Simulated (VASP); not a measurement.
Write the native input for VASP 6.6.1 that does the following.

```
Task                   : single point
Functional             : PBE
Potentials or basis    : VASP PAW PBE potentials, release 64 (Sr_sv, W_sv)
Cutoff                 : 520 eV
k mesh                 : 18 × 18 × 6
Occupations            : gaussian, width 0.1 eV
Spin                   : no spin polarisation
Dipole correction      : no
Further INCAR settings : ALGO = Fast; EDIFF = 1e-07; NBANDS = 26
```

The structure of SrW2 lies in POSCAR:

```
SrW2
1.0
    3.2687821122      0.0000000000      0.0000000000
   -1.6343910561      2.8308483486      0.0000000000
    0.0000000000      0.0000000000      7.4513464923
Sr W
1 2
Direct
    0.0000000000      0.0000000000      0.5000000000
    0.3333333333      0.6666666667      0.8873383251
    0.6666666667      0.3333333333      0.1126616749
```

The cell was built from a structure type or drawn by symmetry, and may not be a known phase.

One way to write it, as run:

INCAR

```
PREC = Accurate
ENCUT = 520
EDIFF = 1E-7
ISMEAR = 0
SIGMA = 0.1
LREAL = F
LASPH = T
NELM = 100
ALGO = Fast
ISIF = 2
LWAVE = F
LCHARG = F
GGA = PE
NBANDS = 26
```

KPOINTS

```
Automatic mesh
0
Gamma
  18 18 6
```

Potentials or basis: VASP PAW PBE potentials, release 64 (Sr_sv, W_sv).

Launch:

```bash
$ cat potpaw_PBE.64/Sr_sv/POTCAR potpaw_PBE.64/W_sv/POTCAR > POTCAR
$ mpirun -np 1 vasp_std > vasp.out
```

It gave:

```json
{
 "Pressure": "0.4 GPa",
 "Largest force": "0.068 eV/Å",
 "Band gap on the k mesh": "zero (bands 19 and 20 overlap by 1.46 eV)"
}
```

Caveat: spin-orbit coupling is left out, which moves the levels of the heavy elements.

It took 7.3 min on 1 thread of Intel(R) Xeon(R) Platinum 8488C (Sapphire Rapids) (shared host), peak memory 0.43 GiB.
